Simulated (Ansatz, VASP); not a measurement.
## KBr: VASP beside Ansatz

File POSCAR:

```
KBr
1.0
    0.0000000000      3.2925000000      3.3912750000
    3.2925000000      0.0000000000      3.3912750000
    3.2925000000      3.2925000000      0.0000000000
K Br
1 1
Direct
    0.0000000000      0.0000000000      0.0000000000
    0.5000000000      0.5000000000      0.5000000000
```

File INCAR.step1:

```
SYSTEM = KBr
PREC = Accurate
ENCUT = 520
ISMEAR = 0
SIGMA = 0.05
LREAL = .False.
LASPH = .True.
NELM = 60
NBANDS = 15
GGA = PE
ALGO = Normal
EDIFF = 1E-4
LWAVE = .True.
LCHARG = .False.
```

INCAR.step2

```
SYSTEM = KBr
PREC = Accurate
ENCUT = 520
EDIFF = 1E-6
ISMEAR = 0
SIGMA = 0.05
LREAL = .False.
LASPH = .True.
NELM = 60
ALGO = Normal
ISIF = 2
LWAVE = .False.
LCHARG = .False.
METAGGA = R2SCAN
LMIXTAU = .True.
NBANDS = 15
ISTART = 1
```

File KPOINTS:

```
Automatic mesh
0
Gamma
  6 6 6
  0 0 0
```

Input for Ansatz:

```yaml
crystal:
  lattice:
    - [0.0, 3.2925, 3.391275]
    - [3.2925, 0.0, 3.391275]
    - [3.2925, 3.2925, 0.0]
  atoms:
    - { symbol: K, position: [0.0, 0.0, 0.0] }
    - { symbol: Br, position: [0.5, 0.5, 0.5] }
basis:
  ecutwfc: 500
kpoints:
  mp_grid: { grid: [6, 6, 6] }
hamiltonian:
  xc: r2scan
scf:
  occupations: { method: gaussian, width: 0.05 }
output:
  forces: true
  stress: true
  eigenvalues: true
```

Change from the starting cell: strain +0.000 along x and y, +0.030 along z, atoms carried along.

Alike in both runs: task single point; functional r2SCAN; k mesh 6 × 6 × 6; occupations gaussian, width 0.05 eV; no spin polarisation.

```csv
,VASP,Ansatz
version,VASP 6.6.1,Ansatz 0.2.0
potentials or method,"VASP PAW PBE potentials, release 64 (K_sv, Br), cutoff 520 eV","scalar-relativistic, plane waves, PAW"
valence electrons in the cell,16,16
```

|  | VASP | Ansatz | Ansatz less VASP |
| --- | --- | --- | --- |
| gap on the k mesh at the Fermi level (eV) | 5.01 | 5.01 | -0.002 |
| least direct gap on the mesh (eV) | 5.01 | 5.01 | -0.002 |
| pressure (GPa) | -0.2 | -0.2 | +0.01 |
| traceless stress, the component that is largest in VASP (GPa) | -0.58 | -0.57 | +0.006 |

VASP's potentials were made for PBE, not for r2SCAN.
